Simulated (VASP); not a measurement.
# CaO (I-4m2) in VASP: settings compared, part 2 of 2

VASP 6.6.1. Earlier steps stand in the parts before.

## 3. Single point, r2SCAN (epitaxial xy strain -5.2%)

POSCAR reads:

```
CaO
1.0
    0.0000000000      2.4711816910      2.7957592550
    2.4711816910      0.0000000000      2.7957592550
    2.4711816910      2.4711816910      0.0000000000
Ca O
1 1
Direct
    0.0000000000      0.0000000000      0.0000000000
    0.2500000000      0.2500000000      0.2500000000
```

INCAR.step1 reads:

```
SYSTEM = CaO
ALGO = Normal
EDIFF = 1E-4
ENCUT = 520
GGA = PE
ISMEAR = 0
LASPH = .TRUE.
LCHARG = .FALSE.
LREAL = .FALSE.
LWAVE = .TRUE.
NBANDS = 15
NELM = 100
PREC = Accurate
SIGMA = 0.01
```

INCAR.step2 reads:

```
SYSTEM = CaO
ALGO = Normal
EDIFF = 1E-7
ENCUT = 520
ISIF = 2
ISMEAR = 0
ISTART = 1
LASPH = .TRUE.
LCHARG = .FALSE.
LMIXTAU = .TRUE.
LREAL = .FALSE.
LWAVE = .FALSE.
METAGGA = R2SCAN
NBANDS = 15
NELM = 100
PREC = Accurate
SIGMA = 0.01
```

KPOINTS reads:

```
k-points
0
G
  8 8 8
  0 0 0
```

Potentials or basis: VASP PAW PBE potentials, release 64 (Ca_sv, O).

On the command line:

```console
cat potpaw_PBE.64/Ca_sv/POTCAR potpaw_PBE.64/O/POTCAR > POTCAR
cp INCAR.step1 INCAR
mpirun -np 1 vasp_std > vasp.out
cp INCAR.step2 INCAR
mpirun -np 1 vasp_std > vasp.out
```

OUTCAR:

```text
SYSTEM = CaO
   EDIFF = 1E-7
   ENCUT = 520
   ISIF = 2
   ISMEAR = 0
   ISTART = 1
   LASPH = .TRUE.
   LREAL = .FALSE.
   METAGGA = R2SCAN
   NELM = 100
   PREC = Accurate

 ion  position               nearest neighbor table
   1  0.000  0.000  0.000-   2 2.24   2 2.24   2 2.24   2 2.24
   2  0.250  0.250  0.250-   1 2.24   1 2.24   1 2.24   1 2.24

  LATTYP: Found a body centered tetragonal cell.
 ALAT       =     3.4947786625
 C/A-ratio  =     1.5999635599

  Lattice vectors:

 A1 = (  -2.4711816910,   0.0000000000,   2.7957592550)
 A2 = (   2.4711816910,   0.0000000000,   2.7957592550)
 A3 = (   0.0000000000,   2.4711816910,  -2.7957592550)

Analysis of symmetry for initial positions (statically):
=====================================================================
 Subroutine PRICEL returns:
 Original cell was already a primitive cell.

 Routine SETGRP: Setting up the symmetry group for a
 body centered tetragonal supercell.

 Subroutine GETGRP returns: Found  8 space group operations
 (whereof  8 operations were pure point group operations)
 out of a pool of 16 trial point group operations.

The static configuration has the point symmetry D_2d.

Analysis of symmetry for dynamics (positions and initial velocities):
=====================================================================
 Subroutine PRICEL returns:
 Original cell was already a primitive cell.

 Routine SETGRP: Setting up the symmetry group for a
 body centered tetragonal supercell.

 Subroutine GETGRP returns: Found  8 space group operations
 (whereof  8 operations were pure point group operations)
 out of a pool of 16 trial point group operations.

The dynamic configuration has the point symmetry D_2d.

 Subroutine INISYM returns: Found  8 space group operations
 (whereof  8 operations are pure point group operations),
 and found     1 'primitive' translations

----------------------------------------------------------------------------------------

                                     Primitive cell

  volume of cell :      34.1459

  direct lattice vectors                    reciprocal lattice vectors
     0.000000000  2.471181691  2.795759255    -0.202332350  0.202332350  0.178842294
     2.471181691  0.000000000  2.795759255     0.202332350 -0.202332350  0.178842294
     2.471181691  2.471181691  0.000000000     0.202332350  0.202332350 -0.178842294

  length of vectors
     3.731354816  3.731354816  3.494778663     0.337433440  0.337433440  0.337433440

  position of ions in fractional coordinates (direct lattice)
     0.000000000  0.000000000  0.000000000
     0.250000000  0.250000000  0.250000000

  ion indices of the primitive-cell ions
   primitive index   ion index
                 1           1
                 2           2

----------------------------------------------------------------------------------------

 KPOINTS: k-points

Automatic generation of k-mesh.
 Grid dimensions read from file:
 generate k-points for:    8    8    8

 Generating k-lattice:

  Cartesian coordinates                     Fractional coordinates (reciprocal lattice)
    -0.025291544  0.025291544  0.022355287     0.125000000 -0.000000000  0.000000000
     0.025291544 -0.025291544  0.022355287    -0.000000000  0.125000000  0.000000000
     0.025291544  0.025291544 -0.022355287     0.000000000  0.000000000  0.125000000

  Length of vectors
     0.042179180  0.042179180  0.042179180

  Shift w.r.t. Gamma in fractional coordinates (k-lattice)
     0.000000000  0.000000000  0.000000000

 Subroutine IBZKPT returns following result:
 ===========================================

 Found     59 irreducible k-points:

 Following reciprocal coordinates:
            Coordinates               Weight
  0.000000  0.000000  0.000000      1.000000
  0.125000  0.000000  0.000000      8.000000
  0.250000  0.000000  0.000000      8.000000
  0.375000  0.000000  0.000000      8.000000
  0.500000  0.000000  0.000000      4.000000
  0.125000  0.125000  0.000000      2.000000
[... 16 lines left out ...]
  0.250000  0.000000  0.125000     16.000000
  0.375000  0.000000  0.125000     16.000000
 [... further k-points ...]
   k-points           NKPTS =     59   k-points in BZ     NKDIM =     59   number of bands    NBANDS=     15
   number of dos      NEDOS =    301   number of ions     NIONS =      2
   total plane-waves  NPLWV =  21952
   dimension x,y,z NGX =    28 NGY =   28 NGZ =   28
   dimension x,y,z NGXF=    56 NGYF=   56 NGZF=   56
   ions per type =               1   1
   NGX,Y,Z   is equivalent  to a cutoff of  12.48, 12.48, 13.32 a.u.
   NGXF,Y,Z  is equivalent  to a cutoff of  24.95, 24.95, 26.64 a.u.
 SYSTEM =  CaO
   PREC   = accura    normal or accurate (medium, high low for compatibility)
   ISTART =      1    job   : 0-new  1-cont  2-samecut
   ICHARG =      0    charge: 1-file 2-atom 10-const
   ISPIN  =      1    spin polarized calculation?
   LNONCOLLINEAR =      F non collinear calculations
   LSORBIT =      F    spin-orbit coupling
   LASPH  =      T    aspherical Exc in radial PAW
   ENCUT  =  520.0 eV  38.22 Ry    6.18 a.u.   6.94  6.94  6.50*2*pi/ulx,y,z
   NELM   =    100;   NELMIN=  2; NELMDL=  0     # of ELM steps
   EDIFF  = 0.1E-06   stopping-criterion for ELM
   LREAL  =      F    real-space projection
   EDIFFG = 0.1E-05   stopping-criterion for IOM
   NSW    =      0    number of steps for IOM
   IBRION =     -1    ionic relax: 0-MD 1-quasi-New 2-CG
   NFREE  =      0    steps in history (QN), initial steepest desc. (CG)
   ISIF   =      2    stress and relaxation
   ISYM   =      2    0-nonsym 1-usesym 2-fastsym
   POTIM  = 0.5000    time-step for ionic-motion
   TEBEG  =    0.0;   TEEND  =   0.0 temperature during run
   PSTRESS=    0.0 pullay stress
   NELECT =      16.0000    total number of electrons
   NUPDOWN=      -1.0000    fix difference up-down
   EMIN   =  10.00;   EMAX   =-10.00  energy-range for DOS
   EFERMI =   0.00;   METHOD = LEGACY
   ISMEAR =     0;   SIGMA  =   0.01  broadening in eV -4-tet -1-fermi 0-gaus
   EFERMI_NEDOS =   21; number of points for ismear=-14 and -15
   IALGO  =     38    algorithm
   IMIX   =      4    mixing-type and parameters
     AMIX     =   0.40;   BMIX     =  1.00
     AMIX_MAG =   1.60;   BMIX_MAG =  1.00
  volume/ion in A,a.u.               =      17.07       115.21
  Fermi-wavevector in a.u.,A,eV,Ry     =   1.271555  2.402890 21.998605  1.616852
  Thomas-Fermi vector in A             =   2.404482
   LORBIT       =      0    0 simple, 1 ext, 2 COOP (PROOUT), +10 PAW based schemes
   METAGGA = R2SCAN    functional components
   LHFCALC =     F    Hartree Fock is set to
   AEXX    =    0.0000 exact exchange contribution
   IVDW    =     0    specifies the selected vdW correction
   LEPSILON=     F    determine dielectric tensor
   LRPA    =     F    only Hartree local field effects (RPA)
 non-spin polarized calculation
 Gauss-broadening in eV      SIGMA  =   0.01
  energy-cutoff  :      520.00
  volume of cell :       34.15
 maximum number of plane-waves:       938
   NGX = 13   NGY = 13   NGZ = 13

 number of electron      15.9999999 magnetization

 Free energy of the ion-electron system (eV)
  ---------------------------------------------------
  ext. energy  EPLUGINS =         0.00000000
  ---------------------------------------------------
  free energy    TOTEN  =       -18.89710105 eV

  energy without entropy =      -18.89710105  energy(sigma->0) =      -18.89710105

 E-fermi :   0.5613     XC(G=0):  -9.7661

 val. band max:        0.4720178680   @ k =   0.5000   0.5000   0.0000
 cond. band min:       4.1819660779   @ k =   0.0000   0.0000   0.0000
 fundamental gap:      3.7099482098
 Fermi energy:         0.5612926823

 k-point     1 :       0.0000    0.0000    0.0000
  band No.  band energies     occupation
      1     -38.1392      2.00000
      2     -18.1970      2.00000
      3     -18.1970      2.00000
      4     -18.1655      2.00000
      5     -15.4749      2.00000
      6      -0.3968      2.00000
      7      -0.2601      2.00000
      8      -0.2601      2.00000
      9       4.1820      0.00000
     10       8.5451      0.00000
     11       9.5590      0.00000
     12       9.9456      0.00000
     13      11.1531      0.00000
     14      11.1531      0.00000
[... 401 lines left out ...]
      2     -18.9090      2.00000
      3     -18.2844      2.00000
      4     -18.2432      2.00000
      5     -14.7692      2.00000
      6      -0.8073      2.00000
      7      -0.2078      2.00000
      8       0.0481      2.00000
      9       6.7209      0.00000
     10       8.1307      0.00000
     11       9.0748      0.00000
     12      10.0032      0.00000
     13      10.8849      0.00000
     14      11.2206      0.00000
     15      13.7372      0.00000

 [... further k-points ...]
[... 5 lines left out ...]
  --------------------------------------------------------------------------------------
  -------------------------------------------------------------------------------------
  Total        0.9713514      0.9713514      0.2593035      0.0000000      0.0000000     -0.0000000
  in kB       45.5772198     45.5772198     12.1668954      0.0000000      0.0000000     -0.0000000
  external PRESSURE =      34.4404450 kB  Pullay stress =       0.0000000 kB

 VOLUME and BASIS-vectors are now :
 -----------------------------------------------------------------------------
  energy-cutoff  :      520.00
  volume of cell :       34.15
      direct lattice vectors                 reciprocal lattice vectors
     0.000000000  2.471181691  2.795759255    -0.202332350  0.202332350  0.178842294
     2.471181691  0.000000000  2.795759255     0.202332350 -0.202332350  0.178842294
     2.471181691  2.471181691  0.000000000     0.202332350  0.202332350 -0.178842294

 POSITION                                       TOTAL-FORCE (eV/Angst)
 -----------------------------------------------------------------------------------
      0.00000      0.00000      0.00000        -0.000000     -0.000000      0.000000
      1.23559      1.23559      1.39788         0.000000      0.000000     -0.000000
 -----------------------------------------------------------------------------------
    total drift:                                0.000000      0.000000      0.000000

  FREE ENERGIE OF THE ION-ELECTRON SYSTEM (eV)
  ---------------------------------------------------
  free  energy   TOTEN  =       -18.8971010499 eV

  energy  without entropy=      -18.8971010499  energy(sigma->0) =      -18.89710105
```

OSZICAR.step1:

```text
N       E                     dE             d eps       ncg     rms          rms(c)
DAV:   1     0.129502163534E+03    0.12950E+03   -0.82697E+03  1770   0.106E+03
DAV:   2    -0.875103692909E+01   -0.13825E+03   -0.12767E+03  2247   0.284E+02
DAV:   3    -0.148029839843E+02   -0.60519E+01   -0.60122E+01  2016   0.619E+01
DAV:   4    -0.149964571021E+02   -0.19347E+00   -0.19332E+00  2688   0.943E+00
DAV:   5    -0.149978132611E+02   -0.13562E-02   -0.13561E-02  2045   0.837E-01    0.971E+00
DAV:   6    -0.124926040779E+02    0.25052E+01   -0.82545E+00  1917   0.253E+01    0.409E+00
DAV:   7    -0.123961040927E+02    0.96500E-01   -0.80897E-01  1981   0.846E+00    0.200E+00
DAV:   8    -0.123870844828E+02    0.90196E-02   -0.13633E-01  2218   0.379E+00    0.477E-01
DAV:   9    -0.123857205939E+02    0.13639E-02   -0.10431E-02  2147   0.940E-01    0.165E-01
DAV:  10    -0.123874015912E+02   -0.16810E-02   -0.15366E-03  1910   0.323E-01    0.561E-02
DAV:  11    -0.123875371631E+02   -0.13557E-03   -0.71371E-04  2093   0.186E-01    0.349E-02
DAV:  12    -0.123875211875E+02    0.15976E-04   -0.69061E-05  1694   0.102E-01
   1 F= -.12387521E+02 E0= -.12387521E+02  d E =-.196722E-76
```

Run time: 2.1 min. Hardware: 1 thread of Intel Xeon Platinum 8259CL at 2.50GHz (Skylake/Cascade Lake), shared host; peak memory 0.18 GiB.

What came out:

| Item | Value |
| --- | --- |
| Free energy | -18.8971 eV |
| Pressure | 3.4 GPa |
| Band gap on the k mesh | 3.71 eV, indirect (least direct gap 4.44 eV) |

Levels at points of the mesh, in eV from the valence-band top:
| k point | band 5 | band 6 | band 7 | band 8 | band 9 | band 10 | band 11 | band 12 |
| --- | --- | --- | --- | --- | --- | --- | --- | --- |
| (0.00, 0.00, 0.00) | -15.95 | -0.87 | -0.73 | -0.73 | 3.71 | 8.07 | 9.09 | 9.47 |
| (0.50, 0.00, 0.00) | -15.13 | -1.18 | -0.68 | -0.36 | 6.57 | 8.35 | 8.57 | 8.83 |
| (0.50, 0.50, 0.00) | -14.75 | -1.67 | 0.00 | 0.00 | 5.01 | 6.88 | 9.79 | 10.00 |
| (0.50, 0.00, 0.50) | -14.97 | -1.62 | -0.26 | -0.18 | 5.45 | 7.04 | 9.90 | 9.92 |

Caveat: the cell differs from its parent crystal (epitaxial xy strain -5.2%); the PAW data sets were made with another functional, which shifts forces and pressure a little. A k mesh can miss the band edges.
